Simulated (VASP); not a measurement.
# Sm2B2Rh (P4/mmm) in VASP: notebook

The runs below take Sm2B2Rh through single point, with PBE.

Program: VASP 6.6.1. These are calculated values, not measurements. Logs are shortened: lines on timing, memory, paths and dates and some standing lists are left out, and cuts for length are marked.

### Step 1. The cell of the first run

Symmetry: P4/mmm, No. 123, tetragonal system. The conventional cell has a = 5.274 Å, b = 5.274 Å, c = 3.194 Å, α = 90.00°, β = 90.00°, γ = 90.00°. Within 3.8 Å of Sm (site symmetry mmm) lie 8 B at 2.75 to 3.56 Å and 4 Rh at 3.08 Å and 6 Sm at 3.19 to 3.73 Å. Within 2.1 Å of B (site symmetry 4mm) lie 2 B at 1.59 to 1.60 Å. Rh (site symmetry 4/mmm) has 8 Sm at 3.08 Å and 2 Rh at 3.19 Å and 8 B at 3.81 Å within 4.1 Å.

The cell was built from a structure type or drawn by symmetry, and may not be a known phase.

### Step 2. Single point, PBE

File INCAR:

```
PREC = Accurate ; ENCUT = 500
EDIFF = 1E-6 ; ISMEAR = 0
SIGMA = 0.1 ; LREAL = False
LASPH = True ; NELM = 200
ALGO = Normal ; ISIF = 2
LWAVE = False ; LCHARG = False
GGA = PE ; NBANDS = 30
GGA_COMPAT = False ; LMAXMIX = 6
```

File KPOINTS:

```
Automatic mesh
0
Gamma
  8 8 12
```

File POSCAR:

```
Sm2B2Rh
1.0
    5.2740599707      0.0000000000      0.0000000000
    0.0000000000      5.2740599707      0.0000000000
    0.0000000000      0.0000000000      3.1936928700
Sm B Rh
2 2 1
Direct
    0.0000000000      0.5000000000      0.5000000000
    0.5000000000      0.0000000000      0.5000000000
    0.5000000000      0.5000000000      0.2507815284
    0.5000000000      0.5000000000      0.7492184716
    0.0000000000      0.0000000000      0.0000000000
```

Potentials or basis: VASP PAW PBE potentials, release 64 (Sm_3, B, Rh_pv), 4f in core.

Launch:

```sh
$ cat potpaw_PBE.64/Sm_3/POTCAR potpaw_PBE.64/B/POTCAR potpaw_PBE.64/Rh_pv/POTCAR > POTCAR
$ mpirun -np 1 vasp_std > vasp.out
```

OUTCAR:

```text
PREC = Accurate
   ENCUT = 500
   EDIFF = 1E-6
   ISMEAR = 0
   LREAL = False
   LASPH = True
   NELM = 200
   ISIF = 2
   GGA = PE

 ion  position               nearest neighbor table
   1  0.000  0.500  0.500-   3 2.75   4 2.75   3 2.75   4 2.75   5 3.08   5 3.08   5 3.08   5 3.08
                             2 3.73   2 3.73   2 3.73   2 3.73
   2  0.500  0.000  0.500-   3 2.75   4 2.75   3 2.75   4 2.75   5 3.08   5 3.08   5 3.08   5 3.08
                             1 3.73   1 3.73   1 3.73   1 3.73
   3  0.500  0.500  0.251-   4 1.59   4 1.60   1 2.75   2 2.75   2 2.75   1 2.75
   4  0.500  0.500  0.749-   3 1.59   3 1.60   2 2.75   1 2.75   2 2.75   1 2.75
   5  0.000  0.000  0.000-   1 3.08   2 3.08   1 3.08   2 3.08   1 3.08   1 3.08   2 3.08   2 3.08

  LATTYP: Found a simple tetragonal cell.
 ALAT       =     5.2740599707
 C/A-ratio  =     0.6055473180

  Lattice vectors:

 A1 = (   5.2740599707,   0.0000000000,   0.0000000000)
 A2 = (   0.0000000000,   5.2740599707,   0.0000000000)
 A3 = (   0.0000000000,   0.0000000000,   3.1936928700)

Analysis of symmetry for initial positions (statically):
=====================================================================
 Subroutine PRICEL returns:
 Original cell was already a primitive cell.

 Routine SETGRP: Setting up the symmetry group for a
 simple tetragonal supercell.

 Subroutine GETGRP returns: Found 16 space group operations
 (whereof 16 operations were pure point group operations)
 out of a pool of 16 trial point group operations.

The static configuration has the point symmetry D_4h.

Analysis of symmetry for dynamics (positions and initial velocities):
=====================================================================
 Subroutine PRICEL returns:
 Original cell was already a primitive cell.

 Routine SETGRP: Setting up the symmetry group for a
 simple tetragonal supercell.

 Subroutine GETGRP returns: Found 16 space group operations
 (whereof 16 operations were pure point group operations)
 out of a pool of 16 trial point group operations.

The dynamic configuration has the point symmetry D_4h.

 Subroutine INISYM returns: Found 16 space group operations
 (whereof 16 operations are pure point group operations),
 and found     1 'primitive' translations

----------------------------------------------------------------------------------------

                                     Primitive cell

  volume of cell :      88.8348

  direct lattice vectors                    reciprocal lattice vectors
     5.274059971  0.000000000  0.000000000     0.189607249  0.000000000  0.000000000
     0.000000000  5.274059971  0.000000000     0.000000000  0.189607249  0.000000000
     0.000000000  0.000000000  3.193692870     0.000000000  0.000000000  0.313117147

  length of vectors
     5.274059971  5.274059971  3.193692870     0.189607249  0.189607249  0.313117147

  position of ions in fractional coordinates (direct lattice)
     0.000000000  0.500000000  0.500000000
     0.500000000  0.000000000  0.500000000
     0.500000000  0.500000000  0.250781528
     0.500000000  0.500000000  0.749218472
     0.000000000  0.000000000  0.000000000

  ion indices of the primitive-cell ions
   primitive index   ion index
                 1           1
                 2           2
                 3           3
                 4           4
                 5           5

----------------------------------------------------------------------------------------

 KPOINTS: Automatic mesh

Automatic generation of k-mesh.
 Grid dimensions read from file:
 generate k-points for:    8    8   12

 Generating k-lattice:

  Cartesian coordinates                     Fractional coordinates (reciprocal lattice)
     0.023700906  0.000000000  0.000000000     0.125000000  0.000000000  0.000000000
     0.000000000  0.023700906  0.000000000     0.000000000  0.125000000  0.000000000
     0.000000000  0.000000000  0.026093096     0.000000000  0.000000000  0.083333333

  Length of vectors
     0.023700906  0.023700906  0.026093096

  Shift w.r.t. Gamma in fractional coordinates (k-lattice)
     0.000000000  0.000000000  0.000000000

 Subroutine IBZKPT returns following result:
 ===========================================

 Found    105 irreducible k-points:

 Following reciprocal coordinates:
            Coordinates               Weight
  0.000000  0.000000  0.000000      1.000000
  0.125000  0.000000  0.000000      4.000000
  0.250000  0.000000  0.000000      4.000000
  0.375000  0.000000  0.000000      4.000000
  0.500000  0.000000  0.000000      2.000000
  0.125000  0.125000  0.000000      4.000000
[... 16 lines left out ...]
  0.375000  0.125000  0.083333     16.000000
  0.500000  0.125000  0.083333      8.000000
 [... further k-points ...]
   k-points           NKPTS =    105   k-points in BZ     NKDIM =    105   number of bands    NBANDS=     30
   number of dos      NEDOS =    301   number of ions     NIONS =      5
   total plane-waves  NPLWV =  38400
   dimension x,y,z NGX =    40 NGY =   40 NGZ =   24
   dimension x,y,z NGXF=    80 NGYF=   80 NGZF=   48
   ions per type =               2   2   1
   NGX,Y,Z   is equivalent  to a cutoff of  12.61, 12.61, 12.49 a.u.
   NGXF,Y,Z  is equivalent  to a cutoff of  25.22, 25.22, 24.99 a.u.
 SYSTEM =  unknown system
   PREC   = accura    normal or accurate (medium, high low for compatibility)
   ISTART =      0    job   : 0-new  1-cont  2-samecut
   ICHARG =      2    charge: 1-file 2-atom 10-const
   ISPIN  =      1    spin polarized calculation?
   LNONCOLLINEAR =      F non collinear calculations
   LSORBIT =      F    spin-orbit coupling
   LASPH  =      T    aspherical Exc in radial PAW
   ENCUT  =  500.0 eV  36.75 Ry    6.06 a.u.   9.62  9.62  5.82*2*pi/ulx,y,z
   NELM   =    200;   NELMIN=  2; NELMDL= -5     # of ELM steps
   EDIFF  = 0.1E-05   stopping-criterion for ELM
   LREAL  =      F    real-space projection
   EDIFFG = 0.1E-04   stopping-criterion for IOM
   NSW    =      0    number of steps for IOM
   IBRION =     -1    ionic relax: 0-MD 1-quasi-New 2-CG
   NFREE  =      0    steps in history (QN), initial steepest desc. (CG)
   ISIF   =      2    stress and relaxation
   ISYM   =      2    0-nonsym 1-usesym 2-fastsym
   POTIM  = 0.5000    time-step for ionic-motion
   TEBEG  =    0.0;   TEEND  =   0.0 temperature during run
   PSTRESS=    0.0 pullay stress
   NELECT =      43.0000    total number of electrons
   NUPDOWN=      -1.0000    fix difference up-down
   EMIN   =  10.00;   EMAX   =-10.00  energy-range for DOS
   EFERMI =   0.00;   METHOD = LEGACY
   ISMEAR =     0;   SIGMA  =   0.10  broadening in eV -4-tet -1-fermi 0-gaus
   EFERMI_NEDOS =   21; number of points for ismear=-14 and -15
   IALGO  =     38    algorithm
   IMIX   =      4    mixing-type and parameters
     AMIX     =   0.40;   BMIX     =  1.00
     AMIX_MAG =   1.60;   BMIX_MAG =  1.00
  volume/ion in A,a.u.               =      17.77       119.90
  Fermi-wavevector in a.u.,A,eV,Ry     =   1.285395  2.429044 22.480089  1.652240
  Thomas-Fermi vector in A             =   2.417532
   LORBIT       =      0    0 simple, 1 ext, 2 COOP (PROOUT), +10 PAW based schemes
   GGA     = PE    functional components
   LHFCALC =     F    Hartree Fock is set to
   AEXX    =    0.0000 exact exchange contribution
   IVDW    =     0    specifies the selected vdW correction
   LEPSILON=     F    determine dielectric tensor
   LRPA    =     F    only Hartree local field effects (RPA)
 non-spin polarized calculation
 Gauss-broadening in eV      SIGMA  =   0.10
  energy-cutoff  :      500.00
  volume of cell :       88.83
 maximum number of plane-waves:      2292
 NGX is ok and might be reduce to    40
   NGX = 19   NGY = 19   NGZ = 11

 number of electron      42.9999990 magnetization

 Free energy of the ion-electron system (eV)
  ---------------------------------------------------
  ext. energy  EPLUGINS =         0.00000000
  ---------------------------------------------------
  free energy    TOTEN  =       -31.21495427 eV

  energy without entropy =      -31.19956305  energy(sigma->0) =      -31.20725866

 E-fermi :   5.2215     XC(G=0): -11.0767

 val. band max:        5.2120402262   @ k =   0.5000   0.3750   0.4167
 cond. band min:       5.2235790230   @ k =   0.3750   0.0000   0.5000
 fundamental gap:      0.0115387969
 Fermi energy:         5.2214805596

 k-point     1 :       0.0000    0.0000    0.0000
  band No.  band energies     occupation
      1     -40.4059      2.00000
      2     -40.4059      2.00000
      3     -40.3935      2.00000
      4     -35.8534      2.00000
      5     -35.8061      2.00000
      6     -15.4750      2.00000
[... 22 lines left out ...]
     29       9.2077      0.00000
     30      10.5094      0.00000

 k-point     2 :       0.1250    0.0000    0.0000
  band No.  band energies     occupation
      1     -40.4061      2.00000
      2     -40.4059      2.00000
      3     -40.3935      2.00000
      4     -35.8513      2.00000
      5     -35.8076      2.00000
      6     -15.4676      2.00000
[... 22 lines left out ...]
     29       9.6799      0.00000
     30      10.4009      0.00000

 k-point     3 :       0.2500    0.0000    0.0000
  band No.  band energies     occupation
      1     -40.4068      2.00000
      2     -40.4059      2.00000
      3     -40.3935      2.00000
      4     -35.8455      2.00000
      5     -35.8120      2.00000
      6     -15.4448      2.00000
[... 22 lines left out ...]
     29       9.9235      0.00000
     30       9.9872      0.00000

 k-point     4 :       0.3750    0.0000    0.0000
  band No.  band energies     occupation
      1     -40.4074      2.00000
      2     -40.4059      2.00000
      3     -40.3935      2.00000
      4     -35.8372      2.00000
      5     -35.8188      2.00000
      6     -15.4076      2.00000
[... 616 lines left out ...]
     29      10.0776      0.00000
     30      10.3479      0.00000

 k-point    23 :       0.3750    0.1250    0.0833
  band No.  band energies     occupation
      1     -40.4069      2.00000
      2     -40.4057      2.00000
      3     -40.3977      2.00000
      4     -35.8270      2.00000
      5     -35.8103      2.00000
      6     -15.4764      2.00000
[... 22 lines left out ...]
     29       9.5097      0.00000
     30      10.0975      0.00000

 k-point    24 :       0.5000    0.1250    0.0833
  band No.  band energies     occupation
      1     -40.4071      2.00000
      2     -40.4057      2.00000
      3     -40.3977      2.00000
      4     -35.8199      2.00000
      5     -35.8169      2.00000
      6     -15.4629      2.00000
[... 22 lines left out ...]
     29       9.2673      0.00000
     30       9.9442      0.00000

 [... further k-points ...]

------------------------ aborting loop because EDIFF is reached ----------------------------------------

  FORCE on cell =-STRESS in cart. coord.  units (eV):
  Direction    XX          YY          ZZ          XY          YZ          ZX
  --------------------------------------------------------------------------------------
  -------------------------------------------------------------------------------------
  Total        0.2603937      0.2603937      0.1285214      0.0000000      0.0000000      0.0000000
  in kB        4.6963205      4.6963205      2.3179421      0.0000000      0.0000000      0.0000000
  external PRESSURE =       3.9035277 kB  Pullay stress =       0.0000000 kB

 VOLUME and BASIS-vectors are now :
 -----------------------------------------------------------------------------
  energy-cutoff  :      500.00
  volume of cell :       88.83
      direct lattice vectors                 reciprocal lattice vectors
     5.274059971  0.000000000  0.000000000     0.189607249  0.000000000  0.000000000
     0.000000000  5.274059971  0.000000000     0.000000000  0.189607249  0.000000000
     0.000000000  0.000000000  3.193692870     0.000000000  0.000000000  0.313117147

 POSITION                                       TOTAL-FORCE (eV/Angst)
 -----------------------------------------------------------------------------------
      0.00000      2.63703      1.59685         0.000000     -0.000000      0.000000
      2.63703      0.00000      1.59685         0.000000     -0.000000      0.000000
      2.63703      2.63703      0.80092         0.000000      0.000000     -0.034097
      2.63703      2.63703      2.39277         0.000000     -0.000000      0.034097
      0.00000      0.00000      0.00000         0.000000     -0.000000      0.000000
 -----------------------------------------------------------------------------------
    total drift:                               -0.000000      0.000000     -0.000000

  FREE ENERGIE OF THE ION-ELECTRON SYSTEM (eV)
  ---------------------------------------------------
  free  energy   TOTEN  =       -31.2149542666 eV

  energy  without entropy=      -31.1995630537  energy(sigma->0) =      -31.20725866
```

It took 2.9 min on 1 thread of AMD EPYC 7R13 (Zen 3), shared host; peak memory 0.34 GiB.

What came out:

```yaml
Free_energy: -31.2150 eV
Pressure: 0.4 GPa
Largest_force: 0.034 eV/Å
Band_gap_on_the_k_mesh: zero (an odd number of electrons rules out a gap without spin polarisation)
```

Forces on the atoms (eV/Å):
```
Sm   0.000  0.000  0.000
Sm   0.000  0.000  0.000
B    0.000  0.000 -0.034
B    0.000  0.000  0.034
Rh   0.000  0.000  0.000
```

Levels at points of the mesh, in eV from the Fermi level:
```csv
k point,band 17,band 18,band 19,band 20,band 21,band 22,band 23,band 24,band 25,band 26
"(0.00, 0.00, 0.00)",-2.61,-2.61,-2.54,-1.41,-1.41,0.30,0.66,1.30,3.52,3.52
"(0.50, 0.00, 0.00)",-2.56,-1.39,-1.24,-1.19,-1.14,-1.04,0.15,0.42,0.90,3.05
"(0.50, 0.50, 0.00)",-1.68,-1.58,-1.22,-1.08,-1.08,-1.02,-1.02,0.20,0.20,2.08
"(0.00, 0.00, 0.50)",-1.96,-1.60,-1.55,-1.20,-1.15,0.42,0.42,0.50,0.92,0.92
"(0.50, 0.00, 0.50)",-2.11,-1.71,-1.61,-0.59,-0.57,-0.04,0.17,0.36,1.26,1.82
"(0.50, 0.50, 0.50)",-2.68,-1.83,-1.83,-1.71,-0.19,-0.19,0.62,1.49,2.19,2.29
```

Caveat: spin-orbit coupling is left out, which moves the levels of the heavy elements; the 4f electrons are frozen in the core, so they carry no moment and show no levels. Spin polarisation is off, so any magnetic state and its effect on volume and gap are missing.

### Step 3. Single point, PBE, collinear spin, ferromagnetic start

File INCAR:

```
SYSTEM = Sm2B2Rh
PREC = Accurate ; ENCUT = 500
EDIFF = 1E-6 ; ISMEAR = 0
SIGMA = 0.1 ; LREAL = .FALSE.
LASPH = .TRUE. ; NELM = 200
ALGO = Normal ; ISIF = 2
LWAVE = .FALSE. ; LCHARG = .FALSE.
ISPIN = 2 ; MAGMOM = 0 0 0 0 1
LORBIT = 11 ; LMAXMIX = 6
GGA = PE ; NBANDS = 34
GGA_COMPAT = .FALSE.
```

File KPOINTS:

```
regular mesh
0
G
  4 4 6
  0 0 0
```

File POSCAR:

```
Sm2B2Rh
1.0
    5.2869127007      0.0000000000      0.0000000000
    0.0000000000      5.2869127007      0.0000000000
    0.0000000000      0.0000000000      3.1734133098
Sm B Rh
2 2 1
Direct
    0.0000000000      0.5000000000      0.5000000000
    0.5000000000      0.0000000000      0.5000000000
    0.5000000000      0.5000000000      0.2498839449
    0.5000000000      0.5000000000      0.7501160551
    0.0000000000      0.0000000000      0.0000000000
```

Potentials or basis: VASP PAW PBE potentials, release 64 (Sm_3, B, Rh_pv), 4f in core.

Launch:

```sh
$ cat potpaw_PBE.64/Sm_3/POTCAR potpaw_PBE.64/B/POTCAR potpaw_PBE.64/Rh_pv/POTCAR > POTCAR
$ mpirun -np 1 vasp_std > vasp.out
```

It took 1.8 min on 1 thread of AMD EPYC 7R13 (Zen 3), shared host; peak memory 0.25 GiB.

It converged, with:

```
Free energy                                           : -31.2104 eV
Pressure                                              : 0.7 GPa
Largest force                                         : 0.030 eV/Å
Net moment                                            : -0.02 μB per cell
Valence electrons inside the program's atomic spheres : Sm 9.13; B 1.98; Rh 13.82
```

Forces in eV/Å, atoms in the order of the input:
```
Sm   0.000  0.000  0.000
Sm   0.000  0.000  0.000
B    0.000  0.000 -0.030
B    0.000  0.000  0.030
Rh   0.000  0.000  0.000
```

Stress tensor (GPa, compression positive):
```
0.76 0.00 0.00
0.00 0.76 0.00
0.00 0.00 0.60
```

Levels at points of the mesh, in eV from the Fermi level:
Spin up:
| k point | band 19 | band 20 | band 21 | band 22 | band 23 | band 24 |
| --- | --- | --- | --- | --- | --- | --- |
| (0.00, 0.00, 0.00) | -2.62 | -1.45 | -1.45 | 0.21 | 0.55 | 1.25 |
| (0.50, 0.00, 0.00) | -1.30 | -1.27 | -1.20 | -1.09 | 0.07 | 0.32 |
| (0.50, 0.50, 0.00) | -1.29 | -1.14 | -1.14 | -1.07 | -1.07 | 0.11 |
| (0.00, 0.00, 0.50) | -1.59 | -1.25 | -1.21 | 0.33 | 0.33 | 0.47 |
| (0.50, 0.00, 0.50) | -1.65 | -0.65 | -0.64 | -0.07 | 0.11 | 0.31 |
| (0.50, 0.50, 0.50) | -1.87 | -1.77 | -0.24 | -0.24 | 0.59 | 1.38 |
Spin down:
```csv
k point,band 17,band 18,band 19,band 20,band 21,band 22,band 23,band 24,band 25,band 26
"(0.00, 0.00, 0.00)",-2.71,-2.71,-2.63,-1.45,-1.45,0.20,0.54,1.25,3.58,3.58
"(0.50, 0.00, 0.00)",-2.62,-1.42,-1.30,-1.27,-1.22,-1.09,0.07,0.31,0.79,3.13
"(0.50, 0.50, 0.00)",-1.74,-1.62,-1.29,-1.16,-1.16,-1.07,-1.07,0.10,0.10,2.18
"(0.00, 0.00, 0.50)",-2.05,-1.64,-1.59,-1.26,-1.21,0.33,0.33,0.46,0.88,0.88
"(0.50, 0.00, 0.50)",-2.20,-1.74,-1.65,-0.65,-0.65,-0.08,0.11,0.30,1.15,1.76
"(0.50, 0.50, 0.50)",-2.74,-1.87,-1.87,-1.77,-0.24,-0.24,0.59,1.38,2.08,2.22
```

Caveat: the magnetic or orbital state may not be the lowest; spin-orbit coupling is left out, which moves the levels of the heavy elements; the 4f electrons are frozen in the core, so they carry no moment and show no levels. The state reached can hang on the start; a lower one may exist.
